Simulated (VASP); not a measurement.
SiC (Moissanite), 4 atoms in the cell. The structure is hexagonal, space group P6_3mc (No. 186). Conventional cell: a = 3.101 Å, b = 3.101 Å, c = 5.090 Å, α = 90.00°, β = 90.00°, γ = 120.00°. Within 2.5 Å of Si (site symmetry 3m) lie 4 C at 1.88 to 1.96 Å. Within 2.5 Å of C (site symmetry 3m) lie 4 Si at 1.88 to 1.96 Å. 

* Program: VASP 6.6.1
* Task: single point
* Functional: PBE
* Potentials or basis: VASP PAW PBE potentials, release 64 (Si, C)
* Cutoff: 600 eV
* k mesh: 12 × 12 × 4
* Occupations: gaussian, width 0.01 eV
* Spin: no spin polarisation
* Dipole correction: no
* Further INCAR settings: ALGO = Normal; EDIFF = 1e-06; NBANDS = 16

Potentials or basis: VASP PAW PBE potentials, release 64 (Si, C).

The run is started by

```console
$ cat potpaw_PBE.64/Si/POTCAR potpaw_PBE.64/C/POTCAR > POTCAR
$ mpirun -np 1 vasp_std > vasp.out
```

Hardware: 1 thread of AMD EPYC 7R43 64-Core Processor (Zen 3), on a shared host.

**Question.** Estimate the wall time of this run.

**Answer.** Run time: 34 s on 1 thread of AMD EPYC 7R43 64-Core Processor (Zen 3), with other jobs on the host, peak memory 0.16 GiB. Counts: scf iterations 12, k points 57.
